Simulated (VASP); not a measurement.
CdH2O2:

```
Cd H O
1.0
     3.77473    0.00000    0.00000
    -1.88736    3.26901    0.00000
     0.00000    0.00000    4.36610
Cd H O
1 2 2
Cartesian
  0.0000 2.1793 4.3106
  0.0000 0.0000 0.0353
  1.8874 1.0897 1.8857
  0.0000 0.0000 3.4326
  1.8874 1.0897 0.9251
```

Base run:

* Program: VASP 6.6.1
* Functional: PBEsol
* Potentials or basis: VASP PAW PBE potentials, release 64 (Cd_sv_GW, H, O)
* Cutoff: 600 eV
* k mesh: 6 × 6 × 4
* Occupations: gaussian, width 0.01 eV
* Spin: no spin polarisation

Its results: band gap on the k mesh 1.25 eV, indirect (least direct gap 1.78 eV); pressure -0.2 GPa; largest force 1.155 eV/Å.

Question: The run is repeated on the same cell with these changes: potentials or basis from VASP PAW PBE potentials, release 64 (Cd_sv_GW, H, O) to VASP PAW PBE potentials, release 64 (Cd, H, O); cutoff from 600 eV to 520 eV; further incar settings from ALGO = Normal; EDIFF = 1e-06; NBANDS = 25 to ALGO = Normal; EDIFF = 1e-06; NBANDS = 21; valence electrons from 34 to 26. What comes out?

Answer: Band gap on the k mesh 1.24 eV, indirect (least direct gap 1.77 eV); pressure 0.8 GPa; largest force 1.114 eV/Å.

Caveats: the PAW data sets were made with another functional, which shifts forces and pressure a little.

A k mesh can miss the band edges.
